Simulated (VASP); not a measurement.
**WC: single point with PBE**

The system is WC, a slab with vacuum.

```
W C
1.0
     5.79200    0.00000    0.00000
    -2.89600    5.01602    0.00000
     0.00000    0.00000   16.25835
W C
8 8
Direct
  0.00000 0.00000 0.06151
  0.97589 0.98800 0.23732
  0.00000 0.50000 0.06151
  0.96263 0.48859 0.23627
  0.50000 0.00000 0.06151
  0.46746 0.98319 0.23534
  0.50000 0.50000 0.06151
  0.48136 0.50584 0.23528
  0.31341 0.14543 0.13966
  0.31034 0.16094 0.30156
  0.31201 0.67033 0.14846
  0.31660 0.66463 0.30143
  0.80155 0.14440 0.14258
  0.83153 0.17767 0.30921
  0.82738 0.67904 0.13948
  0.82168 0.66411 0.31104
```

```
Program             : VASP 6.6.1
Task                : single point
Functional          : PBE
Potentials or basis : VASP PAW PBE potentials, release 64 (W_sv, C)
Cutoff              : 520 eV
k mesh              : 2 × 2 × 1
Occupations         : fermi-dirac, width 0.15 eV
Spin                : no spin polarisation
```

```json
{
  "Largest force": "3.287 eV/Å",
  "Band gap on the k mesh": "zero (bands 72 and 73 overlap by 0.50 eV)"
}
```

Forces on the atoms (eV/Å):
```
W   -1.019  0.065 -1.131
W   -0.686  0.706  0.693
W   -0.469 -0.315  0.092
W    1.424  0.563  0.669
W   -0.825 -0.668 -0.993
W    1.106  2.918  1.033
W   -0.873 -0.235 -0.220
W    1.282 -2.050  0.868
C    0.031  1.439  0.653
C    0.238  0.787  0.508
C    0.576 -1.041 -2.228
C   -0.552 -0.867  1.590
C    1.029  1.323  0.173
C   -0.444 -1.173 -0.940
C   -0.004 -1.403  0.421
C   -0.814 -0.048 -1.186
```

Levels at points of the mesh, in eV from the Fermi level:
```csv
k point,band 68,band 69,band 70,band 71,band 72,band 73,band 74,band 75,band 76,band 77
"(0.00, 0.00, 0.00)",-1.05,0.05,0.11,0.19,0.22,0.29,1.14,1.21,1.46,1.59
"(0.50, 0.00, 0.00)",-1.27,-1.21,-1.17,-0.79,-0.55,-0.28,-0.14,0.97,1.02,1.31
"(0.00, 0.50, 0.00)",-1.36,-1.25,-1.03,-0.63,-0.57,0.09,0.17,1.05,1.07,1.27
"(0.50, 0.50, 0.00)",-1.39,-1.17,-1.07,-0.68,-0.47,0.06,0.17,1.05,1.13,1.28
```

It took 5.3 min on 1 thread of Intel(R) Xeon(R) 6975P-C (Granite Rapids) (shared host), peak memory 0.62 GiB.

Caveat: the k points lie up to 0.63 Å⁻¹ apart; spin-orbit coupling is left out, which moves the levels of the heavy elements.
